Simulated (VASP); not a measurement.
Mo, 1 atom in the cell. Symmetry: I4/mmm, No. 139, tetragonal system. The conventional cell has a = 2.576 Å, b = 2.576 Å, c = 4.251 Å, α = 90.00°, β = 90.00°, γ = 90.00°. Within 3.4 Å of Mo (site symmetry 4/mmm) lie 12 Mo at 2.58 to 2.80 Å.  This cell differs from its parent crystal: volume 14.102 Å^3 an atom, c/a of the conventional cell 1.1670.

```yaml
Program: VASP 6.6.1
Task: single point
Functional: PBE
Potentials_or_basis: VASP PAW PBE potentials, release 64 (Mo_sv)
Cutoff: 520 eV
k_mesh: 22 × 22 × 22
Occupations: gaussian, width 0.15 eV
Spin: no spin polarisation
Dipole_correction: no
Further_INCAR_settings: ALGO = Fast; EDIFF = 1e-06; NBANDS = 13
```

Potentials or basis: VASP PAW PBE potentials, release 64 (Mo_sv).

Run with:

```console
$ cat potpaw_PBE.64/Mo_sv/POTCAR > POTCAR
$ mpirun -np 1 vasp_std > vasp.out
```

Hardware: 1 thread of AMD EPYC 9R45 96-Core Processor (Zen 5), with other jobs on the host.

**Question.** How long does it take, and how much memory?

**Answer.** It took 81 s on 1 thread of AMD EPYC 9R45 96-Core Processor (Zen 5) (shared host), peak memory 0.22 GiB. Counts: scf iterations 12, k points 834.
